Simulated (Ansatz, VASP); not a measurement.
**One calculation of SiC, two programs**

```
Si C
1.0
     0.00000    2.16752    2.16752
     2.16752    0.00000    2.16752
     2.16752    2.16752    0.00000
Si C
1 1
Direct
  0.00000 0.00000 0.00000
  0.75000 0.75000 0.75000
```

Alike in both runs: task single point; functional PBEsol; k mesh 10 × 10 × 10; no spin polarisation.

|  | VASP | Ansatz |
| --- | --- | --- |
| version | VASP 6.6.1 | Ansatz 0.2.0 |
| potentials or method | VASP PAW PBE potentials, release 64 (Si, C), cutoff 520 eV | all-electron LAPW, scalar-relativistic |
| occupations | gaussian, width 0.01 eV | fixed |

|  | VASP | Ansatz | Ansatz less VASP |
| --- | --- | --- | --- |
| gap on the k mesh at the Fermi level (eV) | 1.22 | 1.23 | +0.011 |
| pressure (GPa) | 3.8 | 3.4 | -0.43 |

VASP's potentials were made for PBE, not for PBEsol. Ansatz ran all-electron here, and VASP with PAW potentials.
